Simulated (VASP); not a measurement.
Runs of VASP 6.6.1 on Si7Ge. The structure is that of space group P-43m (No. 215), or close to it. The cells are those of the table. 

| cell | gap on the mesh (eV) | pressure (GPa) | largest force (eV/Å) |
| --- | --- | --- | --- |
| a = 5.381 Å, 8 atoms | (b) | (a) | 0.02 |
| a = 5.432 Å, 8 atoms | (c) | 1.8 | 0.02 |
| a = 5.310 Å, 8 atoms | 0.41 | 9.8 | 0.02 |
| a = 5.508 Å, 8 atoms | 0.64 | -2.1 | 0.01 |
| a = 5.194 Å, 8 atoms | 0.25 | 19.8 | 0.02 |

Alike in all rows: task single point; level r2SCAN; potentials or basis VASP PAW PBE potentials, release 64 (Si, Ge_d); no spin polarisation; k mesh 8 × 8 × 8; cutoff (eV) 520; smearing gaussian 0.02 eV.

Estimate the missing entries.

(a) 4.8; (b) 0.50; (c) 0.56.

Caveats: the PAW data sets were made with another functional, which shifts forces and pressure a little; the cell stands under pressure (at least some runs).

A k mesh can miss the band edges, and the runs leave out spin-orbit coupling on Ge.
